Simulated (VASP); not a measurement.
A run of VASP 6.6.1 is set up as follows.

The input POSCAR:

```
MgS
1.0
    4.0286647932      0.0000000000      0.0000000000
   -2.0143323966      3.4889260542      0.0000000000
    0.0000000000      0.0000000000      6.4542161851
Mg S
2 2
Direct
    0.6666666667      0.3333333333      0.4971196678
    0.3333333333      0.6666666667      0.9971196678
    0.3333333333      0.6666666667      0.3778793322
    0.6666666667      0.3333333333      0.8778793322
```

INCAR.step1

```
ALGO = Normal
EDIFF = 1E-4
ENCUT = 520
GGA = PE
ISMEAR = 0
LASPH = True
LCHARG = False
LREAL = False
LWAVE = True
NBANDS = 16
NELM = 60
PREC = Accurate
SIGMA = 0.01
```

INCAR.step2

```
ALGO = Normal
EDIFF = 1E-6
ENCUT = 520
ISIF = 2
ISMEAR = 0
ISTART = 1
LASPH = True
LCHARG = True
LELF = True
LMIXTAU = True
LREAL = False
LVHAR = True
LWAVE = False
METAGGA = R2SCAN
NBANDS = 16
NELM = 60
PREC = Accurate
SIGMA = 0.01
```

The input KPOINTS:

```
k-points
0
Gamma
  6 6 2
```

Potentials or basis: VASP PAW PBE potentials, release 64 (Mg, S).

The run is started by

```bash
$ cat potpaw_PBE.64/Mg/POTCAR potpaw_PBE.64/S/POTCAR > POTCAR
$ cp INCAR.step1 INCAR
$ mpirun -np 1 vasp_std > vasp.out
$ cp INCAR.step2 INCAR
$ mpirun -np 1 vasp_std > vasp.out
```

**Question.** Estimate the pressure.

**Answer.** -0.3 GPa.

**Question.** Estimate the largest force.

**Answer.** 0.004 eV/Å.

**Question.** Estimate the band gap on the k mesh.

**Answer.** 4.13 eV.

Forces on the atoms (eV/Å):
```
Mg   0.000  0.000  0.004
Mg   0.000  0.000  0.004
S    0.000  0.000 -0.004
S    0.000  0.000 -0.004
```

Caveat: the k points lie up to 0.49 Å⁻¹ apart; the PAW data sets were made with another functional, which shifts forces and pressure a little.
